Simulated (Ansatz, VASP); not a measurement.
One calculation of TaSi, two programs

```
Ta Si
1.0
     3.42924    0.00000    0.00000
    -1.71462    2.96981    0.00000
     0.00000    0.00000    6.71468
Ta Si
2 2
Direct
  0.33333 0.66667 0.84595
  0.66667 0.33333 0.15405
  0.33333 0.66667 0.40757
  0.66667 0.33333 0.59243
```

Alike in both runs: functional PBE; k mesh 6 × 6 × 4; occupations gaussian, width 0.1 eV; no spin polarisation.

Ansatz relaxed the structure, and its values are those at the end. VASP's run is a single point on that final structure, the one shown.

|  | VASP | Ansatz |
| --- | --- | --- |
| version | VASP 6.6.1 | Ansatz 0.2.0 |
| potentials or method | VASP PAW PBE potentials, release 64 (Ta_pv, Si), cutoff 520 eV | scalar-relativistic, plane waves, PAW |
| valence electrons in the cell | 30 | 34 |

|  | VASP | Ansatz | Ansatz less VASP |
| --- | --- | --- | --- |
| gap on the k mesh at the Fermi level (eV) | none | none | - |
| pressure (GPa) | 0.1 | 0.0 | -0.02 |
| rms of the force components (eV/Å) | 0.007 | 0.002 | -0.0052 |

A gap of «none» marks a metal or a gap that the smearing closes. The functional is the same, so the differences come from potentials, cutoffs and numerics. VASP's potentials hold 30 valence electrons a cell and Ansatz's 34, so a difference there can come from the potentials and not from the codes.

Spin-orbit coupling is off throughout.
